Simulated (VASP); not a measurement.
Write the native input for VASP 6.6.1 that does the following.

```
Task                   : relaxation of cell and atoms
Functional             : LDA
Potentials or basis    : VASP PAW LDA potentials, release 64 (Pd)
Cutoff                 : 600 eV
k mesh                 : 24 × 24 × 24
Occupations            : fermi-dirac, width 0.1 eV
Spin                   : no spin polarisation
Target pressure        : 2 GPa
Dipole correction      : no
Further INCAR settings : ALGO = Normal; EDIFF = 1e-07; IBRION = 2; EDIFFG = -0.002; NSW = 100; ISIF = 3
```

The structure of Pd lies in POSCAR:

```
Pd
1.0
    0.0000000000      1.9208712848      1.9208712848
    1.9208712848      0.0000000000      1.9208712848
    1.9208712848      1.9208712848      0.0000000000
Pd
1
Direct
    0.0000000000      0.0000000000      0.0000000000
```

These files were run (other wordings do the same):

INCAR

```
SYSTEM = Pd
PREC     = Accurate       ! precision mode
ENCUT    = 600            ! plane-wave cutoff, eV
EDIFF    = 1E-7           ! SCF threshold, eV
ISMEAR   = -1             ! smearing method
SIGMA    = 0.1            ! smearing width, eV
LREAL    = .False.        ! projectors in reciprocal space
LASPH    = .True.         ! aspherical terms in the spheres
NELM     = 80             ! most SCF steps
ALGO     = Normal         ! electronic algorithm
ISIF     = 3              ! what is computed and relaxed
LWAVE    = .False.        ! write WAVECAR
LCHARG   = .False.        ! write CHGCAR
IBRION   = 2              ! ionic algorithm
NSW      = 100            ! ionic steps
EDIFFG   = -0.002         ! ionic threshold
PSTRESS  = 20.0
```

KPOINTS

```
Automatic mesh
0
Gamma
  24 24 24
  0 0 0
```

Potentials or basis: VASP PAW LDA potentials, release 64 (Pd).

Launch:

```bash
$ cat potpaw_LDA.64/Pd/POTCAR > POTCAR
$ mpirun -np 1 vasp_std > vasp.out
```

Results of the run:

```
Relaxed volume                                         : 14.07 Å³/atom
Relaxed cell                                           : a = 2.710 Å, b = 2.710 Å, c = 2.710 Å, α = 60.00°, β = 60.00°, γ = 60.00°
Space group after relaxing (to 0.05 Å)                 : Fm-3m (No. 225)
Energy change on relaxing (the enthalpy is what falls) : +0.7 meV/atom
Ionic steps                                            : 3
Pressure after relaxing                                : 2.0 GPa
Band gap on the k mesh                                 : zero (band 5 reaches 10.76 eV, above the bottom of band 6 at 9.03 eV)
```

Caveat: the cell is relaxed towards a set pressure, so the enthalpy falls and the energy may rise.

Wall time 60 s on 1 thread of AMD EPYC 9R45 96-Core Processor (Zen 5), on a shared host, peak memory 0.16 GiB.
